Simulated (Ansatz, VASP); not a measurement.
Sn: VASP beside Ansatz

INCAR

```
SYSTEM = Sn
PREC = Accurate
ENCUT = 520
EDIFF = 1E-6
ISMEAR = 0
SIGMA = 0.1
LREAL = .False.
LASPH = .True.
NELM = 100
ALGO = Normal
ISIF = 2
LWAVE = .False.
LCHARG = .True.
GGA = PE
LELF = .True.
LVHAR = .True.
NBANDS = 21
```

The input KPOINTS:

```
Automatic mesh
0
Gamma
  9 9 9
  0 0 0
```

File POSCAR:

```
Sn
1.0
    0.0000000000      3.2333430000      3.2333430000
    3.2333430000      0.0000000000      3.2333430000
    3.2333430000      3.2333430000      0.0000000000
Sn
2
Direct
    0.0000000000      0.0000000000      0.0000000000
    0.2500000000      0.2500000000      0.2500000000
```

Input for Ansatz:

```yaml
crystal:
  lattice:
    - [0.0, 3.233343, 3.233343]
    - [3.233343, 0.0, 3.233343]
    - [3.233343, 3.233343, 0.0]
  atoms:
    - { symbol: Sn, position: [0.0, 0.0, 0.0] }
    - { symbol: Sn, position: [0.25, 0.25, 0.25] }
basis:
  ecutwfc: 571.4391111657479
kpoints:
  mp_grid:
    grid: [9, 9, 9]
hamiltonian:
  xc: pbe
scf:
  occupations:
    method: gaussian
    width: 0.1
output:
  stress: true
```

Alike in both runs: task single point; functional PBE; k mesh 9 × 9 × 9; occupations gaussian, width 0.1 eV; no spin polarisation.

```csv
,VASP,Ansatz
version,VASP 6.6.1,Ansatz 0.2.0
potentials or method,"VASP PAW PBE potentials, release 64 (Sn_d), cutoff 520 eV","plane waves, PAW"
valence electrons in the cell,28,28
```

VASP gave:

| Item | Value |
| --- | --- |
| pressure (GPa) | 3.7 |

**Question.** Which values does Ansatz return?

**Answer.** Pressure (GPa): 3.8.
